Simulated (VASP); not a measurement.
SiC:

```
CELL_PARAMETERS angstrom
0.00000 2.18978 2.18978
2.18978 0.00000 2.18978
2.18978 2.18978 0.00000
ATOMIC_POSITIONS crystal
Si 0.00000 0.00000 0.00000
C 0.25000 0.25000 0.25000
```

```yaml
Program: VASP 6.6.1
Task: relaxation of cell and atoms
Functional: LDA
Potentials_or_basis: VASP PAW LDA potentials, release 64 (Si, C)
Cutoff: 600 eV
k_mesh: 10 × 10 × 10
Occupations: fermi-dirac, width 0.02 eV
Spin: no spin polarisation
```

At the start: pressure -7.2 GPa; volume 10.50 Å³/atom.

**Question.** How do energy, volume and symmetry change on relaxing?

**Answer.** Over 3 steps the energy falls by 8.1 meV/atom and the volume is 10.15 Å³/atom (-3.3 %); space group F-43m (No. 216, to 0.05 Å).

Step by step:
```tsv
step	energy change (eV)	largest force (eV/Å)	pressure (GPa)	volume (Å³)
1	0.0000	0.0000	-7.24	21.00
2	0.0025	0.0000	8.71	19.59
3	-0.0162	0.0000	-0.05	20.31
```

Final structure:
```xyz
2
Lattice="0.0000 2.1654 2.1654 2.1654 0.0000 2.1654 2.1654 2.1654 0.0000" Properties=species:S:1:pos:R:3 pbc="T T T"
Si    0.0000    0.0000    0.0000
C     1.0827    1.0827    1.0827
```
